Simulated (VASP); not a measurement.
A run of VASP 6.6.1 is set up as follows.

The input INCAR:

```
SYSTEM = MnO
PREC = Accurate
ENCUT = 520
EDIFF = 1E-8
ISMEAR = -1
SIGMA = 0.05
LREAL = .False.
LASPH = .True.
NELM = 150
ALGO = Normal
ISIF = 2
LWAVE = .False.
LCHARG = .False.
ISPIN = 2
MAGMOM = 4 0
LORBIT = 11
LMAXMIX = 4
GGA = PE
LEFG = .True.
NBANDS = 20
```

KPOINTS

```
Automatic mesh
0
Gamma
  16 16 16
  0 0 0
```

Contents of POSCAR:

```
MnO
1.0
    0.0000000000      2.2293821140      2.2293821140
    2.2293821140      0.0000000000      2.2293821140
    2.2293821140      2.2293821140      0.0000000000
Mn O
1 1
Direct
    0.0000000000      0.0000000000      0.0000000000
    0.5000000000      0.5000000000      0.5000000000
```

Potentials or basis: VASP PAW PBE potentials, release 64 (Mn_pv, O).

Run with:

```sh
$ cat potpaw_PBE.64/Mn_pv/POTCAR potpaw_PBE.64/O/POTCAR > POTCAR
$ mpirun -np 1 vasp_std > vasp.out
```

(1) Estimate the site moments.

(2) What does it give for the pressure?

(3) What does it give for the net moment?

Answers

(1) Mn +4.34; O +0.20 μB.

(2) -1.0 GPa.

(3) 4.79 μB per cell.

Caveat: a cell with one magnetic atom can't hold antiferromagnetic order, which such compounds often take.
